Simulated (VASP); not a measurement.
# Si3H2C4 in VASP: notebook, part 2 of 2

VASP 6.6.1.

**3. Single point, LDA**

File INCAR:

```
PREC = Accurate
ENCUT = 520
EDIFF = 1E-7
ISMEAR = 0
SIGMA = 0.05
LREAL = Auto
LASPH = T
NELM = 100
ALGO = Normal
ISIF = 2
LWAVE = F
LCHARG = T
LDIPOL = T
IDIPOL = 3
DIPOL = 0.5 0.5 0.354
LELF = T
LVHAR = T
LVACPOTAV = T
NBANDS = 45
```

File KPOINTS:

```
regular mesh
0
Gamma
  4 8 1
```

File POSCAR:

```
Si3H2C4
1.0
    6.1223116280      0.0000000000      0.0000000000
    0.0000000000      3.0611558140      0.0000000000
    0.0000000000      0.0000000000     19.9960979072
C Si H
8 6 4
Direct
    0.5000000000      0.5000000000      0.2326656844
    0.0000000000      0.5000000000      0.2326656844
    0.7500000000      0.0000000000      0.3409150060
    0.2500000000      0.0000000000      0.3409150060
    0.0000232761      0.5000000000      0.4641680607
    0.5000199418      0.5000000000      0.4471904872
    0.3882849780      0.0000000000      0.5598806535
    0.6118368657      0.0000000000      0.5598806535
    0.2500000000      0.5000000000      0.2867903452
    0.7500000000      0.5000000000      0.2867903452
    0.5000018706      0.0000000000      0.3947696003
   -0.0000126298      0.0000000000      0.4021877499
    0.7228580161      0.5000000000      0.5124718235
    0.2771024475      0.5000000000      0.5124618361
    0.5000000000      0.2236746754      0.1987605550
    0.5000000000      0.7763253246      0.1987605550
    0.0000000000      0.7759774367      0.1986431602
    0.0000000000      0.2240225633      0.1986431602
```

Potentials or basis: VASP PAW LDA potentials, release 64 (C, Si, H).

On the command line:

```
> cat potpaw_LDA.64/C/POTCAR potpaw_LDA.64/Si/POTCAR potpaw_LDA.64/H/POTCAR > POTCAR
> mpirun -np 1 vasp_std > vasp.out
```

OUTCAR:

```text
PREC = Accurate
   ENCUT = 520
   EDIFF = 1E-7
   ISMEAR = 0
   LREAL = Auto
   LASPH = T
   NELM = 100
   ISIF = 2

 ion  position               nearest neighbor table
   1  0.500  0.500  0.233-  15 1.08  16 1.08   9 1.87  10 1.87
   2  0.000  0.500  0.233-  17 1.08  18 1.08   9 1.87  10 1.87
   3  0.750  0.000  0.341-  11 1.87  10 1.87  10 1.87  12 1.96
   4  0.250  0.000  0.341-  11 1.87   9 1.87   9 1.87  12 1.96
   5  0.000  0.500  0.464-  14 1.95  13 1.95  12 1.97  12 1.97
   6  0.500  0.500  0.447-  11 1.86  11 1.86  13 1.89  14 1.89
   7  0.388  0.000  0.560-   8 1.37  14 1.92  14 1.92
   8  0.612  0.000  0.560-   7 1.37  13 1.92  13 1.92
   9  0.250  0.500  0.287-   4 1.87   4 1.87   1 1.87   2 1.87  11 3.06  11 3.06  10 3.06  10 3.06

  10  0.750  0.500  0.287-   3 1.87   3 1.87   1 1.87   2 1.87  11 3.06  11 3.06   9 3.06   9 3.06

  11  0.500  0.000  0.395-   6 1.86   6 1.86   3 1.87   4 1.87  10 3.06  10 3.06   9 3.06   9 3.06
                            12 3.06  12 3.06  14 3.12  14 3.12  13 3.12  13 3.12
  12  1.000  0.000  0.402-   3 1.96   4 1.96   5 1.97   5 1.97  11 3.06  11 3.06
  13  0.723  0.500  0.512-   6 1.89   8 1.92   8 1.92   5 1.95  14 2.73  11 3.12  11 3.12
  14  0.277  0.500  0.512-   6 1.89   7 1.92   7 1.92   5 1.95  13 2.73  11 3.12  11 3.12
  15  0.500  0.224  0.199-   1 1.08
  16  0.500  0.776  0.199-   1 1.08
  17  0.000  0.776  0.199-   2 1.08
  18  0.000  0.224  0.199-   2 1.08

  LATTYP: Found a simple orthorhombic cell.
 ALAT       =     3.0611558140
 B/A-ratio  =     2.0000000000
 C/A-ratio  =     6.5322051938

  Lattice vectors:

 A1 = (   0.0000000000,  -3.0611558140,   0.0000000000)
 A2 = (   6.1223116280,   0.0000000000,   0.0000000000)
 A3 = (   0.0000000000,   0.0000000000,  19.9960979072)

Analysis of symmetry for initial positions (statically):
=====================================================================
 Subroutine PRICEL returns:
 Original cell was already a primitive cell.

 Routine SETGRP: Setting up the symmetry group for a
 simple orthorhombic supercell.

 Subroutine GETGRP returns: Found  2 space group operations
 (whereof  2 operations were pure point group operations)
 out of a pool of  8 trial point group operations.

The static configuration has the point symmetry C_1h.

Analysis of symmetry for dynamics (positions and initial velocities):
=====================================================================
 Subroutine PRICEL returns:
 Original cell was already a primitive cell.

 Routine SETGRP: Setting up the symmetry group for a
 simple orthorhombic supercell.

 Subroutine GETGRP returns: Found  2 space group operations
 (whereof  2 operations were pure point group operations)
 out of a pool of  8 trial point group operations.

The dynamic configuration has the point symmetry C_1h.

 Subroutine INISYM returns: Found  2 space group operations
 (whereof  2 operations are pure point group operations),
 and found     1 'primitive' translations

----------------------------------------------------------------------------------------

                                     Primitive cell

  volume of cell :     374.7539

  direct lattice vectors                    reciprocal lattice vectors
     6.122311628  0.000000000  0.000000000     0.163336998  0.000000000  0.000000000
     0.000000000  3.061155814  0.000000000     0.000000000  0.326673995  0.000000000
[... 93 lines left out ...]
   dimension x,y,z NGXF=    96 NGYF=   48 NGZF=  300
   ions per type =               8   6   4
   NGX,Y,Z   is equivalent  to a cutoff of  13.03, 13.03, 12.47 a.u.
   NGXF,Y,Z  is equivalent  to a cutoff of  26.07, 26.07, 24.94 a.u.
 SYSTEM =  unknown system
   PREC   = accura    normal or accurate (medium, high low for compatibility)
   ISTART =      0    job   : 0-new  1-cont  2-samecut
   ICHARG =      2    charge: 1-file 2-atom 10-const
   ISPIN  =      1    spin polarized calculation?
   LNONCOLLINEAR =      F non collinear calculations
   LSORBIT =      F    spin-orbit coupling
   LASPH  =      T    aspherical Exc in radial PAW
   ENCUT  =  520.0 eV  38.22 Ry    6.18 a.u.  11.38  5.69 37.18*2*pi/ulx,y,z
   NELM   =    100;   NELMIN=  2; NELMDL= -5     # of ELM steps
   EDIFF  = 0.1E-06   stopping-criterion for ELM
   LREAL  =      T    real-space projection
   EDIFFG = 0.1E-05   stopping-criterion for IOM
   NSW    =      0    number of steps for IOM
   IBRION =     -1    ionic relax: 0-MD 1-quasi-New 2-CG
   NFREE  =      0    steps in history (QN), initial steepest desc. (CG)
   ISIF   =      2    stress and relaxation
   ISYM   =      2    0-nonsym 1-usesym 2-fastsym
   POTIM  = 0.5000    time-step for ionic-motion
   TEBEG  =    0.0;   TEEND  =   0.0 temperature during run
   PSTRESS=    0.0 pullay stress
   NELECT =      60.0000    total number of electrons
   NUPDOWN=      -1.0000    fix difference up-down
   EMIN   =  10.00;   EMAX   =-10.00  energy-range for DOS
   EFERMI =   0.00;   METHOD = LEGACY
   ISMEAR =     0;   SIGMA  =   0.05  broadening in eV -4-tet -1-fermi 0-gaus
   EFERMI_NEDOS =   21; number of points for ismear=-14 and -15
   IALGO  =     38    algorithm
   IMIX   =      4    mixing-type and parameters
     AMIX     =   0.40;   BMIX     =  1.00
     AMIX_MAG =   1.60;   BMIX_MAG =  1.00
  volume/ion in A,a.u.               =      20.82       140.50
  Fermi-wavevector in a.u.,A,eV,Ry     =   0.888948  1.679869 10.751721  0.790229
  Thomas-Fermi vector in A             =   2.010445
   LORBIT       =      0    0 simple, 1 ext, 2 COOP (PROOUT), +10 PAW based schemes
   GGA     = CA    functional components
   LHFCALC =     F    Hartree Fock is set to
   AEXX    =    0.0000 exact exchange contribution
   IVDW    =     0    specifies the selected vdW correction
   LEPSILON=     F    determine dielectric tensor
   LRPA    =     F    only Hartree local field effects (RPA)
 non-spin polarized calculation
 Gauss-broadening in eV      SIGMA  =   0.05
  energy-cutoff  :      520.00
  volume of cell :      374.75
 maximum number of plane-waves:     10115
 NGX is ok and might be reduce to    48
   NGX = 23   NGY = 11   NGZ = 75

 dipolmoment           0.000000      0.000000     -0.002974 electrons x Angstroem

 number of electron      60.0000001 magnetization

 dipolmoment           0.000000      0.000000      0.170551 electrons x Angstroem

 Free energy of the ion-electron system (eV)
  ---------------------------------------------------
  ext. energy  EPLUGINS =         0.00000000
  ---------------------------------------------------
  free energy    TOTEN  =      -129.26878406 eV

  energy without entropy =     -129.26701940  energy(sigma->0) =     -129.26790173

 E-fermi :   1.0258     XC(G=0):  -5.4520

 val. band max:        1.0257843797   @ k =   0.0000   0.3750   0.0000
 cond. band min:       1.1832047274   @ k =   0.0000   0.0000   0.0000
 fundamental gap:      0.1574203476
 Fermi energy:         1.0257918019

 k-point     1 :       0.0000    0.0000    0.0000
  band No.  band energies     occupation
      1     -15.6426      2.00000
      2     -14.8124      2.00000
      3     -13.4657      2.00000
      4     -12.5346      2.00000
      5     -12.1623      2.00000
      6     -12.1539      2.00000
[... 664 lines left out ...]
     41       5.7845      0.00000
     42       6.3351      0.00000
 [bands above 42 left out]

------------------------ aborting loop because EDIFF is reached ----------------------------------------

  FORCE on cell =-STRESS in cart. coord.  units (eV):
  Direction    XX          YY          ZZ          XY          YZ          ZX
  --------------------------------------------------------------------------------------
  -------------------------------------------------------------------------------------
  Total       -6.9286151      8.2822692    -11.1876932      0.0000000      0.0000000     -0.0032417
  in kB      -29.6217627     35.4090116    -47.8305095      0.0000000      0.0000000     -0.0138591
  external PRESSURE =     -14.0144202 kB  Pullay stress =       0.0000000 kB

 VOLUME and BASIS-vectors are now :
 -----------------------------------------------------------------------------
  energy-cutoff  :      520.00
  volume of cell :      374.75
      direct lattice vectors                 reciprocal lattice vectors
     6.122311628  0.000000000  0.000000000     0.163336998  0.000000000  0.000000000
     0.000000000  3.061155814  0.000000000     0.000000000  0.326673995  0.000000000
     0.000000000  0.000000000 19.996097907     0.000000000  0.000000000  0.050009757

 POSITION                                       TOTAL-FORCE (eV/Angst)
 -----------------------------------------------------------------------------------
      3.06116      1.53058      4.65241         0.000065      0.000000      0.793025
      0.00000      1.53058      4.65241         0.000038      0.000000      0.623425
      4.59173      0.00000      6.81697         0.631849      0.000000      0.811337
      1.53058      0.00000      6.81697        -0.632079      0.000000      0.811712
      0.00014      1.53058      9.28155        -0.004253      0.000000      0.015533
      3.06128      1.53058      8.94206        -0.004278      0.000000     -0.014109
[... 10 lines left out ...]
      0.00000      2.37539      3.97209         0.000039      0.033862     -0.025673
      0.00000      0.68577      3.97209         0.000039     -0.033862     -0.025673
 -----------------------------------------------------------------------------------
    total drift:                               -0.000900     -0.000000     -0.011795

  FREE ENERGIE OF THE ION-ELECTRON SYSTEM (eV)
  ---------------------------------------------------
  free  energy   TOTEN  =      -129.2687840551 eV

  energy  without entropy=     -129.2670194029  energy(sigma->0) =     -129.26790173

 vacuum level on the upper side and lower side of the slab         5.979         4.332
```

Wall time 18 min (1 thread of AMD EPYC 7R43 (Zen 3), shared host); peak memory 0.39 GiB.

Results:

- Free energy: -129.2688 eV
- Largest force: 1.057 eV/Å
- Band gap on the k mesh: zero (bands 30 and 31 overlap by 0.76 eV)

Forces in eV/Å, atoms in the order of the input:
```
C    0.000  0.000  0.793
C    0.000  0.000  0.623
C    0.632  0.000  0.811
C   -0.632  0.000  0.812
C   -0.004  0.000  0.016
C   -0.004  0.000 -0.014
C   -0.064  0.000 -1.055
C    0.059  0.000 -1.052
Si  -0.405  0.000 -0.409
Si   0.405  0.000 -0.409
Si   0.000  0.000  0.003
Si   0.002  0.000  0.002
Si   0.022  0.000 -0.003
Si  -0.011  0.000  0.001
H    0.000 -0.037 -0.034
H    0.000  0.037 -0.034
H    0.000  0.034 -0.026
H    0.000 -0.034 -0.026
```
